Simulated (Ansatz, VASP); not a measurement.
AlSn4: VASP beside Ansatz

INCAR

```
SYSTEM = AlSn4
ALGO     = Fast           ! electronic algorithm
EDIFF    = 1E-7           ! SCF threshold, eV
EDIFFG   = -0.01          ! ionic threshold
ENCUT    = 600            ! plane-wave cutoff, eV
GGA      = PE             ! functional
IBRION   = 2              ! ionic algorithm
ISIF     = 3              ! what is computed and relaxed
ISMEAR   = 0              ! smearing method
LASPH    = .True.         ! aspherical terms in the spheres
LCHARG   = .False.        ! write CHGCAR
LREAL    = .False.        ! projectors in reciprocal space
LWAVE    = .False.        ! write WAVECAR
NELM     = 80             ! most SCF steps
NSW      = 100            ! ionic steps
PREC     = Accurate       ! precision mode
SIGMA    = 0.1            ! smearing width, eV
```

KPOINTS

```
k-points
0
Gamma
  8 8 8
  0 0 0
```

POSCAR

```
AlSn4
1.0
   -3.3081247900      3.3081247900      3.3081247900
    3.3081247900     -3.3081247900      3.3081247900
    3.3081247900      3.3081247900     -3.3081247900
Al Sn
1 4
Direct
    0.0000000000      0.0000000000      0.0000000000
    0.0000000000      0.0000000000      0.5000000000
    0.5000000000      0.0000000000      0.0000000000
    0.0000000000      0.5000000000      0.0000000000
    0.5000000000      0.5000000000      0.5000000000
```

Input for Ansatz:

```yaml
crystal:
  lattice:
    - [-3.30812479, 3.30812479, 3.30812479]
    - [3.30812479, -3.30812479, 3.30812479]
    - [3.30812479, 3.30812479, -3.30812479]
  atoms:
    - { symbol: Al, position: [0.0, 0.0, 0.0] }
    - { symbol: Sn, position: [0.0, 0.0, 0.5] }
    - { symbol: Sn, position: [0.5, 0.0, 0.0] }
    - { symbol: Sn, position: [0.0, 0.5, 0.0] }
    - { symbol: Sn, position: [0.5, 0.5, 0.5] }
basis:
  ecutwfc: 420
kpoints:
  mp_grid: { grid: [8, 8, 8] }
hamiltonian:
  xc: pbe
scf:
  occupations: { method: gaussian, width: 0.1 }
output:
  forces: true
  stress: true
  eigenvalues: true
relax:
  adjacent_minimum: "off"
  f_tol: 0.01
  max_steps: 80
  cell: { stress_tol: 0.05 }
```

Change from the starting cell: species swapped into the Hg4Pt type (Im-3m, No. 229).

Alike in both runs: task relaxation of cell and atoms; functional PBE; k mesh 8 × 8 × 8; occupations gaussian, width 0.1 eV; no spin polarisation.

```csv
,VASP,Ansatz
version,VASP 6.6.1,Ansatz 0.2.0
potentials or method,"VASP PAW PBE potentials, release 64 (Al, Sn_d), cutoff 600 eV","scalar-relativistic, plane waves, PAW"
valence electrons in the cell,59,59
```

```tsv
	VASP	Ansatz	Ansatz less VASP
gap on the k mesh at the Fermi level, each at its own relaxed structure (eV)	none	none	-
relaxed volume (Å³/atom)	28.92	28.96	+0.046
relaxed cell length with the largest relative difference (Å)	5.727	5.730	+0.0030
```

A gap of «none» marks a metal or a gap that the smearing closes.
